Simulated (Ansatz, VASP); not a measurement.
**Cd2S in VASP and in Ansatz**

```
Cd S
1.0
     3.94744    0.00000    0.00000
     0.00000    3.94744    0.00000
     0.00000    0.00000    8.87465
Cd S
4 2
Cartesian
  0.0000 1.9737 5.6503
  1.9737 0.0000 3.2244
  0.0000 0.0000 0.0000
  1.9737 1.9737 0.0000
  0.0000 1.9737 2.9673
  1.9737 0.0000 5.9074
```

Change from the starting cell: species swapped into the NdTe2 type (P4/nmm, No. 129).

Alike in both runs: functional PBE; k mesh 4 × 4 × 2; occupations gaussian, width 0.2 eV; no spin polarisation.

Ansatz relaxed the structure, and its values are those at the end. VASP's run is a single point on that final structure, the one shown.

```csv
,VASP,Ansatz
version,VASP 6.6.1,Ansatz 0.2.0
potentials or method,"VASP PAW PBE potentials, release 64 (Cd, S), cutoff 520 eV","scalar-relativistic, plane waves, PAW"
valence electrons in the cell,60,92
```

|  | VASP | Ansatz | Ansatz less VASP |
| --- | --- | --- | --- |
| gap on the k mesh at the Fermi level (eV) | none | none | - |
| pressure (GPa) | 0.7 | 0.4 | -0.29 |
| rms of the force components (eV/Å) | 0.019 | 0.018 | -0.0007 |

A gap of «none» marks a metal or a gap that the smearing closes. With one functional, cell and mesh, what is left measures potentials, basis and numerics. VASP's potentials hold 60 valence electrons a cell and Ansatz's 92, so a difference there can come from the potentials and not from the codes.

The k mesh is coarse, so the values compare programs but aren't converged.
